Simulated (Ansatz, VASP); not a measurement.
Ba in VASP and in Ansatz

INCAR

```
ALGO     = Normal         # electronic algorithm
EDIFF    = 1E-6           # SCF threshold, eV
ENCUT    = 520            # plane-wave cutoff, eV
GGA      = RP             # functional
ISIF     = 2              # what is computed and relaxed
ISMEAR   = -1             # smearing method
LASPH    = T              # aspherical terms in the spheres
LCHARG   = T              # write CHGCAR
LELF     = T              # ELF
LREAL    = F              # projectors in reciprocal space
LVHAR    = T            
LWAVE    = F              # write WAVECAR
NBANDS   = 22             # bands
NELM     = 100            # most SCF steps
PREC     = Accurate       # precision mode
SIGMA    = 0.1            # smearing width, eV
```

Contents of KPOINTS:

```
k-points
0
Gamma
  6 6 8
```

The input POSCAR:

```
Ba
1.0
    7.0952005081      0.0000000000      0.0000000000
   -3.5476002540      6.1446238850      0.0000000000
    0.0000000000      0.0000000000      4.2152599048
Ba
3
Direct
    1.0000000000      0.0000000000      1.0000000000
    0.3333333333      0.6666666667      0.5000000000
    0.6666666667      0.3333333333      0.5000000000
```

Input for Ansatz:

```yaml
crystal:
  lattice:
    - [7.0952005081, 0.0, 0.0]
    - [-3.547600254, 6.144623885, 0.0]
    - [0.0, 0.0, 4.2152599048]
  atoms:
    - { symbol: Ba, position: [1.0, 0.0, 1.0] }
    - { symbol: Ba, position: [0.3333333333, 0.6666666667, 0.5] }
    - { symbol: Ba, position: [0.6666666667, 0.3333333333, 0.5] }
hamiltonian:
  xc: rpbe
  pseudopotentials:
    kind: paw
    azcp:
      Ba: "pseudopotentials/Ba.paw.azcp"
basis:
  ecutwfc: 420
  fft_grid_basis: typed
kpoints:
  mp_grid: { grid: [6, 6, 8], shift: [0, 0, 0] }
magnetization:
  spin_polarized: false
scf:
  occupations: { method: fermi_dirac, width: 0.1 }
  lower_state_search: "off"
output:
  stress: true
```

Alike in both runs: task single point; functional RPBE; k mesh 6 × 6 × 8; occupations fermi-dirac, width 0.1 eV; no spin polarisation.

|  | VASP | Ansatz |
| --- | --- | --- |
| version | VASP 6.6.1 | Ansatz 0.2.0 |
| potentials or method | VASP PAW PBE potentials, release 64 (Ba_sv), cutoff 520 eV | plane waves (420 eV) with PAW, scalar-relativistic |
| valence electrons in the cell | 30 | 30 |

```csv
,VASP,Ansatz,Ansatz less VASP
pressure (GPa),1.2,1.1,-0.06
```

VASP's potentials were made for PBE, not for RPBE. The functional is the same, so the differences come from potentials, cutoffs and numerics.

Spin-orbit coupling is off throughout.
